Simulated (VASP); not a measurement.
# MgO (P1) in VASP: single point with PBE

Aim: the single point of MgO with PBE.

Program: VASP 6.6.1. These are calculated values, not measurements. Logs are shortened: lines on timing, memory, paths and dates and some standing lists are left out, and cuts for length are marked.

**1. The cell of the first run**

The typed cell holds 8 atoms: a = 6.656 Å, b = 3.328 Å, c = 5.013 Å, α = 90.00°, β = 90.00°, γ = 120.00°.

**2. Single point, PBE**

INCAR

```
  ALGO = Normal
  EDIFF = 1E-6
  ENCUT = 520
  GGA = PE
  GGA_COMPAT = False
  ISIF = 2
  ISMEAR = 0
  LASPH = True
  LCHARG = True
  LELF = True
  LREAL = False
  LVHAR = True
  LWAVE = False
  NBANDS = 26
  NELM = 120
  PREC = Accurate
  SIGMA = 0.01
```

KPOINTS

```
k-points
0
Gamma
  2 2 2
```

POSCAR

```
MgO
1.0
    6.6560660000      0.0000000000      0.0000000000
   -1.6640160000      2.8821620000      0.0000000000
    0.0000000000      0.0000000000      5.0133810000
Mg O
4 4
Direct
    0.1746850978      0.6781103907      0.0001486023
    0.3235082709      0.3617978448      0.5011595967
    0.6679258934      0.6480513587      0.0038433145
    0.8210496136      0.3164461262      0.5052550365
    0.1786394647      0.7148050665      0.4066074372
    0.3388350145      0.3627748891      0.9115999761
    0.6832711940      0.6469157528      0.4021164559
    0.8343183475      0.3013702908      0.8810369689
```

Potentials or basis: VASP PAW PBE potentials, release 64 (Mg, O).

The run is started by

```console
$ cat potpaw_PBE.64/Mg/POTCAR potpaw_PBE.64/O/POTCAR > POTCAR
$ mpirun -np 1 vasp_std > vasp.out
```

OUTCAR:

```text
EDIFF = 1E-6
   ENCUT = 520
   GGA = PE
   ISIF = 2
   ISMEAR = 0
   LASPH = True
   LREAL = False
   NELM = 120
   PREC = Accurate

 ion  position               nearest neighbor table
   1  0.175  0.678  0.000-   6 1.91   6 2.02   5 2.04   8 2.05   2 3.06   2 3.07   2 3.19   2 3.20
                             4 3.21   4 3.25   3 3.26   3 3.32   3 3.33   3 3.40
   2  0.324  0.362  0.501-   5 1.92   5 1.93   6 2.06   7 2.15   1 3.06   1 3.07   1 3.19   3 3.19
                             1 3.20   3 3.21   4 3.25   4 3.27   4 3.39   4 3.41
   3  0.668  0.648  0.004-   6 1.96   8 1.98   7 2.00   8 2.05   4 3.10   4 3.11   4 3.16   4 3.17
                             2 3.19   2 3.21   1 3.26   1 3.32   1 3.33   1 3.40
   4  0.821  0.316  0.505-   7 1.82   8 1.89   7 2.01   5 2.12   3 3.10   3 3.11   3 3.16   3 3.17
                             1 3.21   2 3.25   1 3.25   2 3.27   2 3.39   2 3.41
   5  0.179  0.715  0.407-   2 1.92   2 1.93   1 2.04   4 2.12
   6  0.339  0.363  0.912-   1 1.91   3 1.96   1 2.02   2 2.06
   7  0.683  0.647  0.402-   4 1.82   3 2.00   4 2.01   2 2.15
   8  0.834  0.301  0.881-   4 1.89   3 1.98   3 2.05   1 2.05

  Warning from LATTYP: Monoclinic adjustment (A1->A3, A2->A1, A3->A2)!
  LATTYP: Found a simple orthorhombic cell.
 ALAT       =     3.3280335098
 B/A-ratio  =     1.5064094112
 C/A-ratio  =     1.7320508042

  Lattice vectors:

 A1 = (  -1.6640160000,   2.8821620000,   0.0000000000)
 A2 = (   0.0000000000,   0.0000000000,   5.0133810000)
 A3 = (   4.9920500000,   2.8821620000,   0.0000000000)

Analysis of symmetry for initial positions (statically):
=====================================================================
 Subroutine PRICEL returns:
 Original cell was already a primitive cell.

 Routine SETGRP: Setting up the symmetry group for a
 simple orthorhombic supercell.

 Subroutine GETGRP returns: Found  1 space group operations
 (whereof  1 operations were pure point group operations)
 out of a pool of  8 trial point group operations.

The static configuration has the point symmetry C_1 .

Analysis of symmetry for dynamics (positions and initial velocities):
=====================================================================
 Subroutine PRICEL returns:
 Original cell was already a primitive cell.

 Routine SETGRP: Setting up the symmetry group for a
 simple orthorhombic supercell.

 Subroutine GETGRP returns: Found  1 space group operations
 (whereof  1 operations were pure point group operations)
 out of a pool of  8 trial point group operations.

The dynamic configuration has the point symmetry C_1 .

 Subroutine INISYM returns: Found  1 space group operations
 (whereof  1 operations are pure point group operations),
 and found     1 'primitive' translations

----------------------------------------------------------------------------------------

                                     Primitive cell

  volume of cell :      96.1760

  direct lattice vectors                    reciprocal lattice vectors
     6.656066000  0.000000000  0.000000000     0.150238895  0.086740414  0.000000000
    -1.664016000  2.882162000  0.000000000     0.000000000  0.346961760  0.000000000
     0.000000000  0.000000000  5.013381000     0.000000000  0.000000000  0.199466189

  length of vectors
     6.656066000  3.328033510  5.013381000     0.173480907  0.346961760  0.199466189

  position of ions in fractional coordinates (direct lattice)
     0.174685098  0.678110391  0.000148602
     0.323508271  0.361797845  0.501159597
     0.667925893  0.648051359  0.003843315
     0.821049614  0.316446126  0.505255037
     0.178639465  0.714805066  0.406607437
     0.338835014  0.362774889  0.911599976
     0.683271194  0.646915753  0.402116456
     0.834318348  0.301370291  0.881036969

  ion indices of the primitive-cell ions
   primitive index   ion index
                 1           1
                 2           2
                 3           3
                 4           4
                 5           5
                 6           6
                 7           7
                 8           8

----------------------------------------------------------------------------------------

 KPOINTS: k-points

Automatic generation of k-mesh.
 Grid dimensions read from file:
 generate k-points for:    2    2    2

 Generating k-lattice:

  Cartesian coordinates                     Fractional coordinates (reciprocal lattice)
     0.075119447  0.043370207  0.000000000     0.500000000 -0.000000000  0.000000000
     0.000000000  0.173480880  0.000000000     0.000000000  0.500000000  0.000000000
     0.000000000  0.000000000  0.099733094     0.000000000  0.000000000  0.500000000

  Length of vectors
     0.086740453  0.173480880  0.099733094

  Shift w.r.t. Gamma in fractional coordinates (k-lattice)
     0.000000000  0.000000000  0.000000000

 Subroutine IBZKPT returns following result:
 ===========================================

 Found      8 irreducible k-points:

 Following reciprocal coordinates:
            Coordinates               Weight
  0.000000  0.000000  0.000000      1.000000
  0.500000  0.000000  0.000000      1.000000
  0.000000  0.500000  0.000000      1.000000
  0.500000  0.500000  0.000000      1.000000
  0.000000  0.000000  0.500000      1.000000
  0.500000  0.000000  0.500000      1.000000
  0.000000  0.500000  0.500000      1.000000
  0.500000  0.500000  0.500000      1.000000
   k-points           NKPTS =      8   k-points in BZ     NKDIM =      8   number of bands    NBANDS=     26
   number of dos      NEDOS =    301   number of ions     NIONS =      8
   total plane-waves  NPLWV =  56000
   dimension x,y,z NGX =    50 NGY =   28 NGZ =   40
   dimension x,y,z NGXF=   100 NGYF=   56 NGZF=   80
   ions per type =               4   4
   NGX,Y,Z   is equivalent  to a cutoff of  12.49, 13.99, 13.26 a.u.
   NGXF,Y,Z  is equivalent  to a cutoff of  24.98, 27.97, 26.53 a.u.
 SYSTEM =  unknown system
   PREC   = accura    normal or accurate (medium, high low for compatibility)
   ISTART =      0    job   : 0-new  1-cont  2-samecut
   ICHARG =      2    charge: 1-file 2-atom 10-const
   ISPIN  =      1    spin polarized calculation?
   LNONCOLLINEAR =      F non collinear calculations
   LSORBIT =      F    spin-orbit coupling
   LASPH  =      T    aspherical Exc in radial PAW
   ENCUT  =  520.0 eV  38.22 Ry    6.18 a.u.  12.38  6.19  9.32*2*pi/ulx,y,z
   NELM   =    120;   NELMIN=  2; NELMDL= -5     # of ELM steps
   EDIFF  = 0.1E-05   stopping-criterion for ELM
   LREAL  =      F    real-space projection
   EDIFFG = 0.1E-04   stopping-criterion for IOM
   NSW    =      0    number of steps for IOM
   IBRION =     -1    ionic relax: 0-MD 1-quasi-New 2-CG
   NFREE  =      0    steps in history (QN), initial steepest desc. (CG)
   ISIF   =      2    stress and relaxation
   ISYM   =      2    0-nonsym 1-usesym 2-fastsym
   POTIM  = 0.5000    time-step for ionic-motion
   TEBEG  =    0.0;   TEEND  =   0.0 temperature during run
   PSTRESS=    0.0 pullay stress
   NELECT =      32.0000    total number of electrons
   NUPDOWN=      -1.0000    fix difference up-down
   EMIN   =  10.00;   EMAX   =-10.00  energy-range for DOS
   EFERMI =   0.00;   METHOD = LEGACY
   ISMEAR =     0;   SIGMA  =   0.01  broadening in eV -4-tet -1-fermi 0-gaus
   EFERMI_NEDOS =   21; number of points for ismear=-14 and -15
   IALGO  =     38    algorithm
   IMIX   =      4    mixing-type and parameters
     AMIX     =   0.40;   BMIX     =  1.00
     AMIX_MAG =   1.60;   BMIX_MAG =  1.00
  volume/ion in A,a.u.               =      12.02        81.13
  Fermi-wavevector in a.u.,A,eV,Ry     =   1.134408  2.143720 17.509084  1.286881
  Thomas-Fermi vector in A             =   2.271112
   LORBIT       =      0    0 simple, 1 ext, 2 COOP (PROOUT), +10 PAW based schemes
   GGA     = PE    functional components
   LHFCALC =     F    Hartree Fock is set to
   AEXX    =    0.0000 exact exchange contribution
   IVDW    =     0    specifies the selected vdW correction
   LEPSILON=     F    determine dielectric tensor
   LRPA    =     F    only Hartree local field effects (RPA)
 non-spin polarized calculation
 Gauss-broadening in eV      SIGMA  =   0.01
  energy-cutoff  :      520.00
  volume of cell :       96.18
 maximum number of plane-waves:      2632
 NGX is ok and might be reduce to    50
   NGX = 25   NGY = 13   NGZ = 19

 number of electron      31.9999999 magnetization

 Free energy of the ion-electron system (eV)
  ---------------------------------------------------
  ext. energy  EPLUGINS =         0.00000000
  ---------------------------------------------------
  free energy    TOTEN  =       -46.35717764 eV

  energy without entropy =      -46.35717764  energy(sigma->0) =      -46.35717764

 E-fermi :   1.1597     XC(G=0):  -9.6512

 val. band max:        1.0831053915   @ k =   0.0000   0.0000   0.0000
 cond. band min:       4.3988217250   @ k =   0.0000   0.0000   0.0000
 fundamental gap:      3.3157163334
 Fermi energy:         1.1596927290

 k-point     1 :       0.0000    0.0000    0.0000
  band No.  band energies     occupation
      1     -15.1218      2.00000
      2     -14.5288      2.00000
      3     -14.3333      2.00000
      4     -14.1977      2.00000
      5      -2.1348      2.00000
      6      -2.0138      2.00000
[... 18 lines left out ...]
     25      14.8620      0.00000
     26      14.9595      0.00000

 k-point     2 :       0.5000    0.0000    0.0000
  band No.  band energies     occupation
      1     -14.9024      2.00000
      2     -14.8094      2.00000
      3     -14.2943      2.00000
      4     -14.1923      2.00000
      5      -1.6516      2.00000
      6      -1.5429      2.00000
[... 18 lines left out ...]
     25      14.1916      0.00000
     26      14.3863      0.00000

 k-point     3 :       0.0000    0.5000    0.0000
  band No.  band energies     occupation
      1     -14.5452      2.00000
      2     -14.4255      2.00000
      3     -14.2941      2.00000
      4     -14.2022      2.00000
      5      -1.9781      2.00000
      6      -1.9002      2.00000
[... 18 lines left out ...]
     25      13.6530      0.00000
     26      13.8333      0.00000

 k-point     4 :       0.5000    0.5000    0.0000
  band No.  band energies     occupation
      1     -14.5600      2.00000
      2     -14.4464      2.00000
      3     -14.2764      2.00000
      4     -14.1872      2.00000
      5      -1.6596      2.00000
      6      -1.5499      2.00000
[... 18 lines left out ...]
     25      13.5087      0.00000
     26      13.5278      0.00000

 k-point     5 :       0.0000    0.0000    0.5000
  band No.  band energies     occupation
      1     -14.7772      2.00000
      2     -14.7273      2.00000
      3     -14.3596      2.00000
      4     -14.3325      2.00000
      5      -2.0037      2.00000
      6      -1.9312      2.00000
[... 18 lines left out ...]
     25      14.5019      0.00000
     26      14.8306      0.00000

 k-point     6 :       0.5000    0.0000    0.5000
  band No.  band energies     occupation
      1     -14.6713      2.00000
      2     -14.5738      2.00000
      3     -14.5336      2.00000
      4     -14.4369      2.00000
      5      -1.4708      2.00000
      6      -1.4077      2.00000
[... 18 lines left out ...]
     25      14.6600      0.00000
     26      14.7258      0.00000

 k-point     7 :       0.0000    0.5000    0.5000
  band No.  band energies     occupation
      1     -14.4772      2.00000
      2     -14.3479      2.00000
      3     -14.3402      2.00000
      4     -14.2668      2.00000
      5      -2.0854      2.00000
      6      -2.0457      2.00000
[... 18 lines left out ...]
     25      13.9668      0.00000
     26      14.2434      0.00000

 k-point     8 :       0.5000    0.5000    0.5000
  band No.  band energies     occupation
      1     -14.4848      2.00000
      2     -14.3852      2.00000
      3     -14.3078      2.00000
      4     -14.2599      2.00000
      5      -1.9207      2.00000
      6      -1.8476      2.00000
[... 18 lines left out ...]
     25      13.4017      0.00000
     26      13.7947      0.00000

------------------------ aborting loop because EDIFF is reached ----------------------------------------

  FORCE on cell =-STRESS in cart. coord.  units (eV):
  Direction    XX          YY          ZZ          XY          YZ          ZX
  --------------------------------------------------------------------------------------
  -------------------------------------------------------------------------------------
  Total        1.4648557      1.8064972      1.3315756     -3.3426197     -0.3186166      1.0906060
  in kB       24.4027462     30.0940858     22.1824597    -55.6840517     -5.3077722     18.1681941
  external PRESSURE =      25.5597639 kB  Pullay stress =       0.0000000 kB

 VOLUME and BASIS-vectors are now :
 -----------------------------------------------------------------------------
  energy-cutoff  :      520.00
  volume of cell :       96.18
      direct lattice vectors                 reciprocal lattice vectors
     6.656066000  0.000000000  0.000000000     0.150238895  0.086740414  0.000000000
    -1.664016000  2.882162000  0.000000000     0.000000000  0.346961760  0.000000000
     0.000000000  0.000000000  5.013381000     0.000000000  0.000000000  0.199466189

 POSITION                                       TOTAL-FORCE (eV/Angst)
 -----------------------------------------------------------------------------------
      0.03433      1.95442      0.00074        -0.903285      0.334255      0.158392
      1.55126      1.04276      2.51250         1.091042      0.071733      0.261038
      3.36739      1.86779      0.01927         0.521170      0.062398     -0.189076
      4.93839      0.91205      2.53304         1.851909     -0.531818     -0.440350
     -0.00041      2.06018      2.03848        -0.593476     -0.605797     -0.344029
      1.65164      1.04558      4.57020         0.257612     -0.624771     -0.447805
      3.47142      1.86452      2.01596        -2.150509      0.861275     -0.532704
      5.05179      0.86860      4.41697        -0.074462      0.432725      1.534534
 -----------------------------------------------------------------------------------
    total drift:                                0.000572     -0.000107      0.000863

  FREE ENERGIE OF THE ION-ELECTRON SYSTEM (eV)
  ---------------------------------------------------
  free  energy   TOTEN  =       -46.3571776423 eV

  energy  without entropy=      -46.3571776423  energy(sigma->0) =      -46.35717764
```

Run time: 18 s. Hardware: 1 thread of Intel Xeon 6975P-C (Granite Rapids), shared host; peak memory 0.22 GiB.

What came out:

```
Free energy            : -46.3572 eV
Pressure               : 2.6 GPa
Largest force          : 2.377 eV/Å
Band gap on the k mesh : 3.32 eV
```

Forces in eV/Å, atoms in the order of the input:
```
Mg  -0.903  0.334  0.158
Mg   1.091  0.072  0.261
Mg   0.521  0.062 -0.189
Mg   1.852 -0.532 -0.440
O   -0.593 -0.606 -0.344
O    0.258 -0.625 -0.448
O   -2.151  0.861 -0.533
O   -0.074  0.433  1.535
```

Stress tensor (GPa, compression positive):
```
 2.44 -5.57  1.82
-5.57  3.01 -0.53
 1.82 -0.53  2.22
```

Levels at points of the mesh, in eV from the valence-band top:
```
           k point  band 12  band 13  band 14  band 15  band 16  band 17  band 18  band 19  band 20  band 21
(0.00, 0.00, 0.00)    -0.65    -0.52    -0.40    -0.30     0.00     3.32     7.74     7.95     8.31     8.95
(0.50, 0.00, 0.00)    -1.04    -0.55    -0.39    -0.22    -0.20     5.41     5.48     8.96     9.21     9.72
(0.00, 0.50, 0.00)    -1.20    -0.89    -0.84    -0.49    -0.40     7.48     7.63     7.84     8.21     9.02
(0.50, 0.50, 0.00)    -1.44    -0.91    -0.83    -0.77    -0.70     7.35     7.54     8.43     8.75     9.25
(0.00, 0.00, 0.50)    -0.74    -0.69    -0.55    -0.52    -0.39     5.76     5.85     7.29     7.45    10.54
(0.50, 0.00, 0.50)    -0.87    -0.77    -0.73    -0.62    -0.58     6.65     6.72     6.85     6.97    11.28
(0.00, 0.50, 0.50)    -0.79    -0.71    -0.70    -0.63    -0.57     7.08     7.15     7.23     7.50    10.19
(0.50, 0.50, 0.50)    -1.34    -0.52    -0.46    -0.38    -0.29     7.46     7.49     7.95     8.22     9.65
```

Caveat: the k points lie up to 0.94 Å⁻¹ apart, too coarse for converged energies, forces and pressures; forces of over 1 eV/Å act on the atoms, so gaps and moduli don't describe the material at rest.
